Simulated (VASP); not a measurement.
Input of a VASP 6.6.1 run:

Contents of INCAR:

```
ALGO     = Normal         # electronic algorithm
EDIFF    = 1E-7           # SCF threshold, eV
ENCUT    = 520            # plane-wave cutoff, eV
GGA      = PE             # functional
ISIF     = 2              # what is computed and relaxed
ISMEAR   = -1             # smearing method
LASPH    = T              # aspherical terms in the spheres
LCHARG   = F              # write CHGCAR
LREAL    = F              # projectors in reciprocal space
LWAVE    = F              # write WAVECAR
NBANDS   = 16             # bands
NELM     = 60             # most SCF steps
PREC     = Accurate       # precision mode
SIGMA    = 0.05           # smearing width, eV
```

File KPOINTS:

```
k-points
0
Gamma
  8 8 8
```

The input POSCAR:

```
CdSe
1.0
    0.0000000000      2.8929913891      2.8929913891
    2.8929913891      0.0000000000      2.8929913891
    2.8929913891      2.8929913891      0.0000000000
Cd Se
1 1
Direct
    0.0000000000      0.0000000000      0.0000000000
    0.5000000000      0.5000000000      0.5000000000
```

Potentials or basis: VASP PAW PBE potentials, release 64 (Cd, Se).

The run is started by

```bash
$ cat potpaw_PBE.64/Cd/POTCAR potpaw_PBE.64/Se/POTCAR > POTCAR
$ mpirun -np 1 vasp_std > vasp.out
```

(1) Predict the pressure.

(2) What does it give for the band gap on the k mesh?

Answers

(1) -1.1 GPa.

(2) zero (band 9 reaches 2.08 eV, above the bottom of band 10 at 1.64 eV).
